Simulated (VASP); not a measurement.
# Al2O3 (R-3c) in VASP: a series of runs

Runs on Al2O3. Level: PBEsol. Tasks: single point.

Program: VASP 6.6.1. These are calculated values, not measurements. Logs are shortened: lines on timing, memory, paths and dates and some standing lists are left out, and cuts for length are marked.

## Step 1: The cell of the first run

It takes space group R-3c (No. 167, trigonal). The conventional cell has a = 4.944 Å, b = 4.944 Å, c = 12.777 Å, α = 90.00°, β = 90.00°, γ = 120.00°. Al (site symmetry 3) has 6 O at 1.91 to 2.00 Å within 2.5 Å. O (site symmetry 2) has 4 Al at 1.91 to 2.00 Å within 2.5 Å.

## Step 2: Single point, PBEsol (9.02 Å³/atom)

File INCAR:

```
SYSTEM = Al2O3
PREC = Accurate ; ENCUT = 520
EDIFF = 1E-7 ; ISMEAR = 0
SIGMA = 0.05 ; LREAL = .FALSE.
LASPH = .TRUE. ; NELM = 80
ALGO = Normal ; ISIF = 2
LWAVE = .FALSE. ; LCHARG = .FALSE.
GGA = PS ; NBANDS = 35
```

File KPOINTS:

```
regular mesh
0
G
  6 6 6
  0 0 0
```

File POSCAR:

```
Al2O3
1.0
    2.4720178491      1.4272201706      4.2591219528
   -2.4720178491      1.4272201706      4.2591219528
    0.0000000000     -2.8544403412      4.2591219528
Al O
4 6
Direct
    0.8520350473      0.8520350473      0.8520350473
    0.6479649527      0.6479649527      0.6479649527
    0.1479649527      0.1479649527      0.1479649527
    0.3520350473      0.3520350473      0.3520350473
    0.0558571577      0.4441428423      0.7500000000
    0.7500000000      0.0558571577      0.4441428423
    0.4441428423      0.7500000000      0.0558571577
    0.9441428423      0.5558571577      0.2500000000
    0.2500000000      0.9441428423      0.5558571577
    0.5558571577      0.2500000000      0.9441428423
```

Potentials or basis: VASP PAW PBE potentials, release 64 (Al, O).

On the command line:

```sh
$ cat potpaw_PBE.64/Al/POTCAR potpaw_PBE.64/O/POTCAR > POTCAR
$ mpirun -np 1 vasp_std > vasp.out
```

OUTCAR:

```text
SYSTEM = Al2O3
   PREC = Accurate
   ENCUT = 520
   EDIFF = 1E-7
   ISMEAR = 0
   LREAL = .FALSE.
   LASPH = .TRUE.
   NELM = 80
   ISIF = 2
   GGA = PS

 ion  position               nearest neighbor table
   1  0.852  0.852  0.852-   9 1.91   8 1.91  10 1.91   6 2.00   7 2.00   5 2.00   2 2.61   3 2.89
                             3 2.89   3 2.89   2 3.30   2 3.30   2 3.30
   2  0.648  0.648  0.648-  10 1.91   8 1.91   9 1.91   7 2.00   6 2.00   5 2.00   1 2.61   4 2.89
                             4 2.89   4 2.89   1 3.30   1 3.30   1 3.30
   3  0.148  0.148  0.148-   6 1.91   5 1.91   7 1.91   9 2.00  10 2.00   8 2.00   4 2.61   1 2.89
                             1 2.89   1 2.89   4 3.30   4 3.30   4 3.30
   4  0.352  0.352  0.352-   7 1.91   5 1.91   6 1.91  10 2.00   9 2.00   8 2.00   3 2.61   2 2.89
                             2 2.89   2 2.89   3 3.30   3 3.30   3 3.30
   5  0.056  0.444  0.750-   3 1.91   4 1.91   1 2.00   2 2.00
   6  0.750  0.056  0.444-   3 1.91   4 1.91   1 2.00   2 2.00
   7  0.444  0.750  0.056-   4 1.91   3 1.91   2 2.00   1 2.00
   8  0.944  0.556  0.250-   1 1.91   2 1.91   3 2.00   4 2.00
   9  0.250  0.944  0.556-   1 1.91   2 1.91   3 2.00   4 2.00
  10  0.556  0.250  0.944-   2 1.91   1 1.91   4 2.00   3 2.00

  LATTYP: Found a trigonal (rhomboedric) cell.
 ALAT       =     5.1271775345
 COS(alpha) =     0.5350818630

  Lattice vectors:

 A1 = (   2.4720178491,   1.4272201706,   4.2591219528)
 A2 = (  -2.4720178491,   1.4272201706,   4.2591219528)
 A3 = (   0.0000000000,  -2.8544403412,   4.2591219528)

Analysis of symmetry for initial positions (statically):
=====================================================================
 Subroutine PRICEL returns:
 Original cell was already a primitive cell.

 Routine SETGRP: Setting up the symmetry group for a
 trigonal (rhombohedral) supercell.

 Subroutine GETGRP returns: Found 12 space group operations
 (whereof  6 operations were pure point group operations)
 out of a pool of 12 trial point group operations.

The static configuration has the point symmetry S_6 .
 The point group associated with its full space group is D_3d.

Analysis of symmetry for dynamics (positions and initial velocities):
=====================================================================
 Subroutine PRICEL returns:
 Original cell was already a primitive cell.

 Routine SETGRP: Setting up the symmetry group for a
 trigonal (rhombohedral) supercell.

 Subroutine GETGRP returns: Found 12 space group operations
 (whereof  6 operations were pure point group operations)
 out of a pool of 12 trial point group operations.

[... 129 lines left out ...]
   NUPDOWN=      -1.0000    fix difference up-down
   EMIN   =  10.00;   EMAX   =-10.00  energy-range for DOS
   EFERMI =   0.00;   METHOD = LEGACY
   ISMEAR =     0;   SIGMA  =   0.05  broadening in eV -4-tet -1-fermi 0-gaus
   EFERMI_NEDOS =   21; number of points for ismear=-14 and -15
   IALGO  =     38    algorithm
   IMIX   =      4    mixing-type and parameters
     AMIX     =   0.40;   BMIX     =  1.00
     AMIX_MAG =   1.60;   BMIX_MAG =  1.00
  volume/ion in A,a.u.               =       9.02        60.84
  Fermi-wavevector in a.u.,A,eV,Ry     =   1.326836  2.507357 23.952975  1.760494
  Thomas-Fermi vector in A             =   2.456193
   LORBIT       =      0    0 simple, 1 ext, 2 COOP (PROOUT), +10 PAW based schemes
   GGA     = PS    functional components
   LHFCALC =     F    Hartree Fock is set to
   AEXX    =    0.0000 exact exchange contribution
   IVDW    =     0    specifies the selected vdW correction
   LEPSILON=     F    determine dielectric tensor
   LRPA    =     F    only Hartree local field effects (RPA)
 non-spin polarized calculation
 Gauss-broadening in eV      SIGMA  =   0.05
  energy-cutoff  :      520.00
  volume of cell :       90.16
 maximum number of plane-waves:      2450
 NGX is ok and might be reduce to    40
   NGX = 19   NGY = 19   NGZ = 19

 number of electron      47.9999991 magnetization

 Free energy of the ion-electron system (eV)
  ---------------------------------------------------
  ext. energy  EPLUGINS =         0.00000000
  ---------------------------------------------------
  free energy    TOTEN  =       -78.29297514 eV

  energy without entropy =      -78.29297514  energy(sigma->0) =      -78.29297514

 E-fermi :   5.9819     XC(G=0): -11.6574

 val. band max:        5.6961345077   @ k =   0.0000   0.0000   0.0000
 cond. band min:      10.6836264384   @ k =   0.0000   0.0000   0.0000
 fundamental gap:      4.9874919307
 Fermi energy:         5.9819183027

 k-point     1 :       0.0000    0.0000    0.0000
  band No.  band energies     occupation
      1     -13.3586      2.00000
      2     -11.0016      2.00000
      3     -11.0016      2.00000
      4     -10.9890      2.00000
      5     -10.6604      2.00000
      6     -10.6604      2.00000
[... 901 lines left out ...]
     34      18.1484      0.00000
     35      18.2472      0.00000

 [... further k-points ...]

------------------------ aborting loop because EDIFF is reached ----------------------------------------

  FORCE on cell =-STRESS in cart. coord.  units (eV):
  Direction    XX          YY          ZZ          XY          YZ          ZX
  --------------------------------------------------------------------------------------
  -------------------------------------------------------------------------------------
  Total      -10.3687600    -10.3687600      1.0040691      0.0000000      0.0000000      0.0000000
  in kB     -184.2567900   -184.2567900     17.8426877      0.0000000      0.0000000      0.0000000
  external PRESSURE =    -116.8902974 kB  Pullay stress =       0.0000000 kB

 VOLUME and BASIS-vectors are now :
 -----------------------------------------------------------------------------
  energy-cutoff  :      520.00
  volume of cell :       90.16
      direct lattice vectors                 reciprocal lattice vectors
     2.472017849  1.427220171  4.259121953     0.202263912  0.116777124  0.078263393
    -2.472017849  1.427220171  4.259121953    -0.202263912  0.116777124  0.078263393
     0.000000000 -2.854440341  4.259121953     0.000000000 -0.233554248  0.078263393

 POSITION                                       TOTAL-FORCE (eV/Angst)
 -----------------------------------------------------------------------------------
      0.00000      0.00000     10.88676        -0.000000     -0.000000      0.381991
      0.00000      0.00000      8.27929        -0.000000     -0.000000     -0.381991
      0.00000      0.00000      1.89060        -0.000000     -0.000000     -0.381991
      0.00000      0.00000      4.49808        -0.000000     -0.000000      0.381991
     -0.95985     -1.42722      5.32390        -0.175911     -0.000000      0.000000
      1.71593     -0.11764      5.32390         0.087956     -0.152344      0.000000
     -0.75608      1.54486      5.32390         0.087956      0.152344      0.000000
      0.95985      1.42722      7.45346         0.175911     -0.000000      0.000000
     -1.71593      0.11764      7.45346        -0.087956      0.152344      0.000000
      0.75608     -1.54486      7.45346        -0.087956     -0.152344      0.000000
 -----------------------------------------------------------------------------------
    total drift:                               -0.000000      0.000000     -0.000000

  FREE ENERGIE OF THE ION-ELECTRON SYSTEM (eV)
  ---------------------------------------------------
  free  energy   TOTEN  =       -78.2929751440 eV

  energy  without entropy=      -78.2929751440  energy(sigma->0) =      -78.29297514
```

OSZICAR:

```text
N       E                     dE             d eps       ncg     rms          rms(c)
DAV:   1     0.215463735969E+03    0.21546E+03   -0.25015E+04  2240   0.130E+03
DAV:   2    -0.727365428635E+02   -0.28820E+03   -0.27847E+03  2866   0.278E+02
DAV:   3    -0.853056365947E+02   -0.12569E+02   -0.12524E+02  2893   0.595E+01
DAV:   4    -0.854019978537E+02   -0.96361E-01   -0.96303E-01  2784   0.603E+00
DAV:   5    -0.854031752420E+02   -0.11774E-02   -0.11772E-02  2776   0.661E-01    0.160E+01
DAV:   6    -0.783743198756E+02    0.70289E+01   -0.24833E+01  2730   0.260E+01    0.584E+00
DAV:   7    -0.783301265279E+02    0.44193E-01   -0.64526E-01  2648   0.410E+00    0.319E+00
DAV:   8    -0.782932852037E+02    0.36841E-01   -0.87169E-02  2810   0.226E+00    0.577E-01
DAV:   9    -0.782926392466E+02    0.64596E-03   -0.14849E-02  2928   0.624E-01    0.319E-01
DAV:  10    -0.782930171341E+02   -0.37789E-03   -0.60428E-04  2562   0.146E-01    0.811E-02
DAV:  11    -0.782929741254E+02    0.43009E-04   -0.29563E-04  2744   0.969E-02    0.287E-02
DAV:  12    -0.782929762637E+02   -0.21384E-05   -0.12533E-05  2711   0.218E-02    0.702E-03
DAV:  13    -0.782929752207E+02    0.10430E-05   -0.44456E-06  2816   0.115E-02    0.146E-03
DAV:  14    -0.782929750905E+02    0.13021E-06   -0.11904E-07  1845   0.221E-03    0.763E-04
DAV:  15    -0.782929751440E+02   -0.53460E-07   -0.17364E-08  1448   0.846E-04
   1 F= -.78292975E+02 E0= -.78292975E+02  d E =-.847220E-18
```

Wall time 4.6 min (1 thread of Intel Xeon 8259CL, shared host); peak memory 0.27 GiB.

What came out:

```yaml
Free_energy: -78.2930 eV
Pressure: -11.7 GPa
Largest_force: 0.382 eV/Å
Band_gap_on_the_k_mesh: 4.99 eV
```

Forces on the atoms (eV/Å):
```
Al   0.000  0.000  0.382
Al   0.000  0.000 -0.382
Al   0.000  0.000 -0.382
Al   0.000  0.000  0.382
O   -0.176  0.000  0.000
O    0.088 -0.152  0.000
O    0.088  0.152  0.000
O    0.176  0.000  0.000
O   -0.088  0.152  0.000
O   -0.088 -0.152  0.000
```

Stress tensor (GPa, compression positive):
```
-18.43   0.00   0.00
  0.00 -18.43   0.00
  0.00   0.00   1.78
```

Caveat: the stress differs along the axes, from -18 to 2 GPa; the PAW data sets were made with another functional, which shifts forces and pressure a little.

## Step 3: Single point, PBEsol (9.47 Å³/atom)

This run uses another cell than the first one, of 9.47 Å³/atom.

File INCAR:

```
SYSTEM = Al2O3
ALGO = Normal ; EDIFF = 1E-7
ENCUT = 520 ; GGA = PS
ISIF = 2 ; ISMEAR = 0
LASPH = .TRUE. ; LCHARG = .FALSE.
LREAL = .FALSE. ; LWAVE = .FALSE.
NBANDS = 35 ; NELM = 80
PREC = Accurate ; SIGMA = 0.05
```

File KPOINTS:

```
k-points
0
G
  6 6 6
  0 0 0
```

POSCAR, as its differences from that of step 2:

```diff
@@ -2,5 +2,5 @@
 1.0
-    2.4720178491      1.4272201706      4.2591219528
-   -2.4720178491      1.4272201706      4.2591219528
-    0.0000000000     -2.8544403412      4.2591219528
+    2.4035532399      1.3876921101      4.7330770401
+   -2.4035532399      1.3876921101      4.7330770401
+    0.0000000000     -2.7753842202      4.7330770401
 Al O
```

Potentials or basis: VASP PAW PBE potentials, release 64 (Al, O).

On the command line:

```sh
$ cat potpaw_PBE.64/Al/POTCAR potpaw_PBE.64/O/POTCAR > POTCAR
$ mpirun -np 1 vasp_std > vasp.out
```

It took 5.6 min on 1 thread of Intel Xeon 8259CL, shared host; peak memory 0.28 GiB.

The run converged. Its results:

| Property | Result |
| --- | --- |
| Free energy | -77.6561 eV |
| Pressure | -19.0 GPa |
| Largest force | 0.188 eV/Å |
| Band gap on the k mesh | 4.51 eV |

Forces in eV/Å, atoms in the order of the input:
```
Al   0.000  0.000 -0.188
Al   0.000  0.000  0.188
Al   0.000  0.000  0.188
Al   0.000  0.000 -0.188
O    0.120  0.000  0.000
O   -0.060  0.104  0.000
O   -0.060 -0.104  0.000
O   -0.120  0.000  0.000
O    0.060 -0.104  0.000
O    0.060  0.104  0.000
```

Stress tensor (GPa, compression positive):
```
 -9.91   0.00   0.00
  0.00  -9.91   0.00
  0.00   0.00 -37.16
```

Levels at points of the mesh, in eV from the valence-band top:
```tsv
k point	band 21	band 22	band 23	band 24	band 25	band 26	band 27	band 28
(0.00, 0.00, 0.00)	-0.43	-0.43	0.00	0.00	4.51	8.51	8.88	9.36
(0.50, 0.00, 0.00)	-0.96	-0.96	-0.50	-0.50	7.54	7.54	8.23	8.23
(0.50, 0.50, 0.00)	-1.05	-0.99	-0.85	-0.46	7.71	8.30	9.00	9.25
(0.50, 0.50, 0.50)	-0.25	-0.25	-0.25	-0.25	7.35	7.35	9.58	9.58
```

Caveat: the stress differs along the axes, from -37 to -10 GPa; the PAW data sets were made with another functional, which shifts forces and pressure a little.

[end of part 1 of 2]
